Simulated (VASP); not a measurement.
# InSe5 (P6/mmm) in VASP: notebook

InSe5 is run at these levels: PBE; tasks: single point, relaxation of cell and atoms.

Everything below comes from runs of VASP 6.6.1. Logs are shortened: lines on timing, memory, paths and dates and some standing lists are left out, and cuts for length are marked.

## Step 1: The cell of the first run

It takes space group P6/mmm (No. 191, hexagonal). Conventional cell: a = 7.255 Å, b = 7.255 Å, c = 3.578 Å, α = 90.00°, β = 90.00°, γ = 120.00°. Within 4.7 Å of In (site symmetry 6/mmm) lie 2 In at 3.58 Å and 18 Se at 4.04 to 4.19 Å. Se (site symmetry -6m2) has 8 Se at 2.75 to 3.58 Å within 3.6 Å. Within 3.7 Å of Se (site symmetry mmm) lie 10 Se at 2.75 to 3.63 Å.

The cell was built from a structure type or drawn by symmetry, and may not be a known phase.

## Step 2: Single point, PBE

Input file INCAR:

```
SYSTEM = InSe5
PREC = Accurate
ENCUT = 520
EDIFF = 1E-7
ISMEAR = 0
SIGMA = 0.1
LREAL = .FALSE.
LASPH = .TRUE.
NELM = 80
ALGO = Normal
ISIF = 2
LWAVE = .FALSE.
LCHARG = .FALSE.
GGA = PE
NBANDS = 30
```

Input file KPOINTS:

```
regular mesh
0
G
  3 3 4
  0 0 0
```

Input file POSCAR:

```
InSe5
1.0
    7.2551021839     -0.0000000034      0.0000000000
   -3.6275510890      6.2831028000      0.0000000000
    0.0000000000      0.0000000000      3.5778031880
In Se
1 5
Direct
    0.0000000000      0.0000000000      0.0000000000
    0.3333333333      0.6666666667      0.0000000000
    0.6666666667      0.3333333333      0.0000000000
    0.5000000000      0.0000000000      0.5000000000
    0.5000000000      0.5000000000      0.5000000000
    0.0000000000      0.5000000000      0.5000000000
```

Potentials or basis: VASP PAW PBE potentials, release 64 (In_d, Se).

Command:

```
$ cat potpaw_PBE.64/In_d/POTCAR potpaw_PBE.64/Se/POTCAR > POTCAR
$ mpirun -np 1 vasp_std > vasp.out
```

OUTCAR:

```text
SYSTEM = InSe5
   PREC = Accurate
   ENCUT = 520
   EDIFF = 1E-7
   ISMEAR = 0
   LREAL = .FALSE.
   LASPH = .TRUE.
   NELM = 80
   ISIF = 2
   GGA = PE

 ion  position               nearest neighbor table
   1  0.000  0.000  0.000-
   2  0.333  0.667  0.000-   4 2.75   4 2.75   6 2.75   6 2.75   5 2.75   5 2.75
   3  0.667  0.333  0.000-   4 2.75   4 2.75   6 2.75   6 2.75   5 2.75   5 2.75
   4  0.500  0.000  0.500-   2 2.75   3 2.75   2 2.75   3 2.75
   5  0.500  0.500  0.500-   2 2.75   3 2.75   2 2.75   3 2.75
   6  0.000  0.500  0.500-   2 2.75   3 2.75   2 2.75   3 2.75

  LATTYP: Found a hexagonal cell.
 ALAT       =     7.2551021839
 C/A-ratio  =     0.4931430457

  Lattice vectors:

 A1 = (   7.2551021839,  -0.0000000034,   0.0000000000)
 A2 = (  -3.6275510890,   6.2831028000,   0.0000000000)
 A3 = (   0.0000000000,   0.0000000000,   3.5778031880)

Analysis of symmetry for initial positions (statically):
=====================================================================
 Subroutine PRICEL returns:
 Original cell was already a primitive cell.

 Routine SETGRP: Setting up the symmetry group for a
 hexagonal supercell.

 Subroutine GETGRP returns: Found 24 space group operations
 (whereof 24 operations were pure point group operations)
 out of a pool of 24 trial point group operations.

The static configuration has the point symmetry D_6h.

Analysis of symmetry for dynamics (positions and initial velocities):
=====================================================================
 Subroutine PRICEL returns:
 Original cell was already a primitive cell.

 Routine SETGRP: Setting up the symmetry group for a
 hexagonal supercell.

 Subroutine GETGRP returns: Found 24 space group operations
 (whereof 24 operations were pure point group operations)
 out of a pool of 24 trial point group operations.

The dynamic configuration has the point symmetry D_6h.

 Subroutine INISYM returns: Found 24 space group operations
 (whereof 24 operations are pure point group operations),
 and found     1 'primitive' translations

----------------------------------------------------------------------------------------

                                     Primitive cell

[... 80 lines left out ...]
   ENCUT  =  520.0 eV  38.22 Ry    6.18 a.u.  13.49 13.49  6.65*2*pi/ulx,y,z
   NELM   =     80;   NELMIN=  2; NELMDL= -5     # of ELM steps
   EDIFF  = 0.1E-06   stopping-criterion for ELM
   LREAL  =      F    real-space projection
   EDIFFG = 0.1E-05   stopping-criterion for IOM
   NSW    =      0    number of steps for IOM
   IBRION =     -1    ionic relax: 0-MD 1-quasi-New 2-CG
   NFREE  =      0    steps in history (QN), initial steepest desc. (CG)
   ISIF   =      2    stress and relaxation
   ISYM   =      2    0-nonsym 1-usesym 2-fastsym
   POTIM  = 0.5000    time-step for ionic-motion
   TEBEG  =    0.0;   TEEND  =   0.0 temperature during run
   PSTRESS=    0.0 pullay stress
   NELECT =      43.0000    total number of electrons
   NUPDOWN=      -1.0000    fix difference up-down
   EMIN   =  10.00;   EMAX   =-10.00  energy-range for DOS
   EFERMI =   0.00;   METHOD = LEGACY
   ISMEAR =     0;   SIGMA  =   0.10  broadening in eV -4-tet -1-fermi 0-gaus
   EFERMI_NEDOS =   21; number of points for ismear=-14 and -15
   IALGO  =     38    algorithm
   IMIX   =      4    mixing-type and parameters
     AMIX     =   0.40;   BMIX     =  1.00
     AMIX_MAG =   1.60;   BMIX_MAG =  1.00
  volume/ion in A,a.u.               =      27.18       183.43
  Fermi-wavevector in a.u.,A,eV,Ry     =   1.049751  1.983742 14.993307  1.101977
  Thomas-Fermi vector in A             =   2.184726
   LORBIT       =      0    0 simple, 1 ext, 2 COOP (PROOUT), +10 PAW based schemes
   GGA     = PE    functional components
   LHFCALC =     F    Hartree Fock is set to
   AEXX    =    0.0000 exact exchange contribution
   IVDW    =     0    specifies the selected vdW correction
   LEPSILON=     F    determine dielectric tensor
   LRPA    =     F    only Hartree local field effects (RPA)
 non-spin polarized calculation
 Gauss-broadening in eV      SIGMA  =   0.10
  energy-cutoff  :      520.00
  volume of cell :      163.09
 maximum number of plane-waves:      4430
 NGX is ok and might be reduce to    54

 number of electron      43.0000000 magnetization

 Free energy of the ion-electron system (eV)
  ---------------------------------------------------
  ext. energy  EPLUGINS =         0.00000000
  ---------------------------------------------------
  free energy    TOTEN  =       -18.76707549 eV

  energy without entropy =      -18.75054459  energy(sigma->0) =      -18.75881004

 E-fermi :   3.9571     XC(G=0):  -9.1402

 val. band max:        3.9306268010   @ k =   0.3333  -0.0000   0.5000
 cond. band min:       4.0392741520   @ k =   0.3333  -0.0000   0.0000
 fundamental gap:      0.1086473510
 Fermi energy:         3.9571144409

 k-point     1 :       0.0000    0.0000    0.0000
  band No.  band energies     occupation
      1     -12.1077      2.00000
      2     -10.9558      2.00000
      3     -10.9294      2.00000
      4     -10.9294      2.00000
      5     -10.8476      2.00000
      6     -10.8476      2.00000
[... 286 lines left out ...]
     29       6.5887      0.00000
     30      10.1839      0.00000

------------------------ aborting loop because EDIFF is reached ----------------------------------------

  FORCE on cell =-STRESS in cart. coord.  units (eV):
  Direction    XX          YY          ZZ          XY          YZ          ZX
  --------------------------------------------------------------------------------------
  -------------------------------------------------------------------------------------
  Total        0.3577715      0.3577715      0.0246319      0.0000000      0.0000000      0.0000000
  in kB        3.5146509      3.5146509      0.2419768      0.0000000      0.0000000      0.0000000
  external PRESSURE =       2.4237596 kB  Pullay stress =       0.0000000 kB

 VOLUME and BASIS-vectors are now :
 -----------------------------------------------------------------------------
  energy-cutoff  :      520.00
  volume of cell :      163.09
      direct lattice vectors                 reciprocal lattice vectors
     7.255102184 -0.000000003  0.000000000     0.137834034  0.079578516  0.000000000
    -3.627551089  6.283102800  0.000000000     0.000000000  0.159157033  0.000000000
     0.000000000  0.000000000  3.577803188     0.000000000  0.000000000  0.279501121

 POSITION                                       TOTAL-FORCE (eV/Angst)
 -----------------------------------------------------------------------------------
      0.00000      0.00000      0.00000         0.000000     -0.000000      0.000000
      0.00000      4.18874      0.00000         0.000000      0.000000      0.000000
      3.62755      2.09437      0.00000        -0.000000     -0.000000      0.000000
      3.62755     -0.00000      1.78890         0.000000     -0.000000      0.000000
      1.81378      3.14155      1.78890         0.000000     -0.000000      0.000000
     -1.81378      3.14155      1.78890         0.000000     -0.000000      0.000000
 -----------------------------------------------------------------------------------
    total drift:                                0.000000      0.000000      0.000000

  FREE ENERGIE OF THE ION-ELECTRON SYSTEM (eV)
  ---------------------------------------------------
  free  energy   TOTEN  =       -18.7670754884 eV

  energy  without entropy=      -18.7505445892  energy(sigma->0) =      -18.75881004
```

OSZICAR:

```text
N       E                     dE             d eps       ncg     rms          rms(c)
DAV:   1     0.330408044249E+03    0.33041E+03   -0.17559E+04   540   0.131E+03
DAV:   2     0.228784247130E+02   -0.30753E+03   -0.29336E+03   588   0.300E+02
DAV:   3    -0.173384335337E+02   -0.40217E+02   -0.38595E+02   728   0.112E+02
DAV:   4    -0.191105464704E+02   -0.17721E+01   -0.17511E+01   602   0.237E+01
DAV:   5    -0.191685930490E+02   -0.58047E-01   -0.58006E-01   776   0.468E+00    0.833E+00
DAV:   6    -0.187996608265E+02    0.36893E+00   -0.51871E-01   714   0.425E+00    0.498E+00
DAV:   7    -0.187695711098E+02    0.30090E-01   -0.21244E-01   624   0.211E+00    0.170E+00
DAV:   8    -0.187667091052E+02    0.28620E-02   -0.22537E-02   632   0.879E-01    0.288E-01
DAV:   9    -0.187669536410E+02   -0.24454E-03   -0.25535E-03   666   0.282E-01    0.123E-01
DAV:  10    -0.187670357575E+02   -0.82116E-04   -0.33521E-04   620   0.101E-01    0.552E-02
DAV:  11    -0.187670753407E+02   -0.39583E-04   -0.85594E-05   638   0.559E-02    0.133E-02
DAV:  12    -0.187670751560E+02    0.18469E-06   -0.18041E-05   658   0.245E-02    0.984E-03
DAV:  13    -0.187670754412E+02   -0.28519E-06   -0.23471E-06   652   0.683E-03    0.454E-03
DAV:  14    -0.187670754884E+02   -0.47132E-07   -0.48745E-07   620   0.461E-03
   1 F= -.18767075E+02 E0= -.18758810E+02  d E =-.165309E-01
```

stdout:

```text
POSCAR found type information on POSCAR InSe
 POSCAR found :  2 types and       6 ions
 scaLAPACK will be used
 LDA part: xc-table for (Slater+PW92), standard interpolation
 POSCAR, INCAR and KPOINTS ok, starting setup
 FFT: planning ... GRIDC
 FFT: planning ... GRID_SOFT
 FFT: planning ... GRID
 WAVECAR not read
 entering main loop
```

Wall time 2 min (1 thread of Intel Xeon 8259CL, shared host); peak memory 0.27 GiB.

Results:

```yaml
Free_energy: -18.7671 eV
Pressure: 0.2 GPa
Band_gap_on_the_k_mesh: zero (an odd number of electrons rules out a gap without spin polarisation)
```

Caveat: the k points lie up to 0.44 Å⁻¹ apart, too coarse for converged energies and pressures of a metal; spin-orbit coupling is left out, which moves the levels of the heavy elements.

## Step 3: Single point, PBE

This run uses another cell than the first one, of 28.58 Å³/atom.

Changes to INCAR since step 2:

```diff
@@ -8,3 +8,3 @@
 LASPH = .TRUE.
-NELM = 80
+NELM = 60
 ALGO = Normal
```

KPOINTS is that of step 2.

Input file POSCAR:

```
InSe5
1.0
    6.2286063100      0.0000000000      0.0000000000
   -3.1143031500      5.3941312900      0.0000000000
    0.0000000000      0.0000000000      5.1036351500
In Se
1 5
Direct
    0.0000000000      0.0000000000      0.0000000000
    0.3333333300      0.6666666700      0.0000000000
    0.6666666700      0.3333333300      0.0000000000
    0.5000000000      0.0000000000      0.5000000000
    0.5000000000      0.5000000000      0.5000000000
    0.0000000000      0.5000000000      0.5000000000
```

Potentials or basis: VASP PAW PBE potentials, release 64 (In_d, Se).

Command:

```
$ cat potpaw_PBE.64/In_d/POTCAR potpaw_PBE.64/Se/POTCAR > POTCAR
$ mpirun -np 1 vasp_std > vasp.out
```

Wall time 2 min (1 thread of Intel Xeon 8259CL, shared host); peak memory 0.3 GiB.

It converged, with:

| Quantity | Value |
| --- | --- |
| Free energy | -17.2555 eV |
| Pressure | -5.4 GPa |
| Band gap on the k mesh | zero (an odd number of electrons rules out a gap without spin polarisation) |

Stress tensor (GPa, compression positive):
```
 -2.41   0.00   0.00
  0.00  -2.41   0.00
  0.00   0.00 -11.33
```

Levels at points of the mesh, in eV from the Fermi level:
| k point | band 18 | band 19 | band 20 | band 21 | band 22 | band 23 | band 24 | band 25 |
| --- | --- | --- | --- | --- | --- | --- | --- | --- |
| (0.00, 0.00, 0.00) | -1.97 | -1.48 | -1.48 | -0.42 | -0.42 | 0.94 | 1.43 | 1.43 |
| (0.00, 0.00, 0.50) | -1.50 | -1.43 | -1.24 | 0.82 | 0.98 | 1.31 | 1.31 | 1.39 |

Caveat: the k points lie up to 0.39 Å⁻¹ apart, too coarse for converged energies and pressures of a metal; spin-orbit coupling is left out, which moves the levels of the heavy elements.

## Step 4: Single point, PBE

This run uses another cell than the first one, of the same volume but with other edges.

Input file INCAR:

```
SYSTEM = InSe5
ALGO = Normal
EDIFF = 1E-6
ENCUT = 520
GGA = PE
ISIF = 2
ISMEAR = 0
LASPH = .TRUE.
LCHARG = .FALSE.
LREAL = .FALSE.
LWAVE = .FALSE.
NBANDS = 30
NELM = 100
PREC = Accurate
SIGMA = 0.1
```

Input file KPOINTS:

```
k-points
0
G
  3 3 6
  0 0 0
```

Input file POSCAR:

```
InSe5
1.0
    7.1810013394      0.0000000000      0.0000000000
   -3.5905006697      6.2189295845      0.0000000000
    0.0000000000      0.0000000000      3.6590833505
In Se
1 5
Direct
    0.0000000000      0.0000000000      0.0000000000
    0.3333333333      0.6666666667      0.0000000000
    0.6666666667      0.3333333333      0.0000000000
    0.5000000000      0.0000000000      0.5000000000
    0.5000000000      0.5000000000      0.5000000000
    0.0000000000      0.5000000000      0.5000000000
```

Potentials or basis: VASP PAW PBE potentials, release 64 (In_d, Se).

Command:

```
$ cat potpaw_PBE.64/In_d/POTCAR potpaw_PBE.64/Se/POTCAR > POTCAR
$ mpirun -np 1 vasp_std > vasp.out
```

OUTCAR:

```text
SYSTEM = InSe5
   EDIFF = 1E-6
   ENCUT = 520
   GGA = PE
   ISIF = 2
   ISMEAR = 0
   LASPH = .TRUE.
   LREAL = .FALSE.
   NELM = 100
   PREC = Accurate

 ion  position               nearest neighbor table
   1  0.000  0.000  0.000-
   2  0.333  0.667  0.000-   4 2.76   4 2.76   6 2.76   6 2.76   5 2.76   5 2.76
   3  0.667  0.333  0.000-   4 2.76   4 2.76   6 2.76   6 2.76   5 2.76   5 2.76
   4  0.500  0.000  0.500-   2 2.76   3 2.76   2 2.76   3 2.76
   5  0.500  0.500  0.500-   2 2.76   3 2.76   2 2.76   3 2.76
   6  0.000  0.500  0.500-   2 2.76   3 2.76   2 2.76   3 2.76

  LATTYP: Found a hexagonal cell.
 ALAT       =     7.1810013394
 C/A-ratio  =     0.5095505735

  Lattice vectors:

 A1 = (   7.1810013394,   0.0000000000,   0.0000000000)
 A2 = (  -3.5905006697,   6.2189295845,   0.0000000000)
 A3 = (   0.0000000000,   0.0000000000,   3.6590833505)

Analysis of symmetry for initial positions (statically):
[... 167 lines left out ...]
  energy without entropy =      -18.63297134  energy(sigma->0) =      -18.64035277

 E-fermi :   3.7277     XC(G=0):  -9.1376

 val. band max:        3.6683959295   @ k =   0.3333   0.3333   0.3333
 cond. band min:       3.7899752684   @ k =   0.0000   0.0000   0.3333
 fundamental gap:      0.1215793389
 Fermi energy:         3.7276685389

 k-point     1 :       0.0000    0.0000    0.0000
  band No.  band energies     occupation
      1     -11.9223      2.00000
      2     -11.3307      2.00000
      3     -11.2343      2.00000
      4     -11.2343      2.00000
      5     -11.2203      2.00000
      6     -11.2203      2.00000
[... 385 lines left out ...]
     29       6.3859      0.00000
     30      10.1004      0.00000

------------------------ aborting loop because EDIFF is reached ----------------------------------------

  FORCE on cell =-STRESS in cart. coord.  units (eV):
  Direction    XX          YY          ZZ          XY          YZ          ZX
  --------------------------------------------------------------------------------------
  -------------------------------------------------------------------------------------
  Total       -0.3365582     -0.3365582     -0.0542123      0.0000000     -0.0000000      0.0000000
  in kB       -3.2998772     -3.2998772     -0.5315397      0.0000000     -0.0000000      0.0000000
  external PRESSURE =      -2.3770981 kB  Pullay stress =       0.0000000 kB

 VOLUME and BASIS-vectors are now :
 -----------------------------------------------------------------------------
  energy-cutoff  :      520.00
  volume of cell :      163.41
      direct lattice vectors                 reciprocal lattice vectors
     7.181001339  0.000000000  0.000000000     0.139256345  0.080399688  0.000000000
    -3.590500670  6.218929584  0.000000000     0.000000000  0.160799377  0.000000000
     0.000000000  0.000000000  3.659083350     0.000000000  0.000000000  0.273292490

 POSITION                                       TOTAL-FORCE (eV/Angst)
 -----------------------------------------------------------------------------------
      0.00000      0.00000      0.00000        -0.000000      0.000000      0.000000
     -0.00000      4.14595      0.00000         0.000000     -0.000000      0.000000
      3.59050      2.07298      0.00000        -0.000000      0.000000     -0.000000
      3.59050      0.00000      1.82954        -0.000000      0.000000      0.000000
      1.79525      3.10946      1.82954        -0.000000      0.000000      0.000000
     -1.79525      3.10946      1.82954        -0.000000      0.000000      0.000000
 -----------------------------------------------------------------------------------
    total drift:                                0.000000      0.000000      0.000000

  FREE ENERGIE OF THE ION-ELECTRON SYSTEM (eV)
  ---------------------------------------------------
  free  energy   TOTEN  =       -18.6477342107 eV

  energy  without entropy=      -18.6329713362  energy(sigma->0) =      -18.64035277
```

OSZICAR:

```text
N       E                     dE             d eps       ncg     rms          rms(c)
DAV:   1     0.341984415276E+03    0.34198E+03   -0.17587E+04   720   0.132E+03
DAV:   2     0.247835600297E+02   -0.31720E+03   -0.30201E+03   808   0.313E+02
DAV:   3    -0.169896219796E+02   -0.41773E+02   -0.39772E+02   946   0.114E+02
DAV:   4    -0.190521078087E+02   -0.20625E+01   -0.20304E+01   816   0.258E+01
DAV:   5    -0.191284939458E+02   -0.76386E-01   -0.76342E-01  1054   0.532E+00    0.784E+00
DAV:   6    -0.187160722044E+02    0.41242E+00   -0.51799E-01   944   0.446E+00    0.475E+00
DAV:   7    -0.186477363864E+02    0.68336E-01   -0.34972E-01   890   0.299E+00    0.156E+00
DAV:   8    -0.186474049862E+02    0.33140E-03   -0.42240E-02   836   0.106E+00    0.354E-01
DAV:   9    -0.186475127192E+02   -0.10773E-03   -0.40484E-03   880   0.424E-01    0.174E-01
DAV:  10    -0.186477248045E+02   -0.21209E-03   -0.79731E-04   848   0.177E-01    0.517E-02
DAV:  11    -0.186477328044E+02   -0.79999E-05   -0.11300E-04   884   0.712E-02    0.171E-02
DAV:  12    -0.186477334699E+02   -0.66545E-06   -0.31536E-05   846   0.297E-02    0.875E-03
DAV:  13    -0.186477342107E+02   -0.74078E-06   -0.49912E-06   816   0.159E-02
   1 F= -.18647734E+02 E0= -.18640353E+02  d E =-.147629E-01
```

It took 2.1 min on 1 thread of Intel Xeon 8259CL, shared host; peak memory 0.28 GiB.

What came out:

```
Free energy            : -18.6477 eV
Pressure               : -0.2 GPa
Band gap on the k mesh : zero (an odd number of electrons rules out a gap without spin polarisation)
```

Caveat: spin-orbit coupling is left out, which moves the levels of the heavy elements.

(Continued in part 2 of 2.)
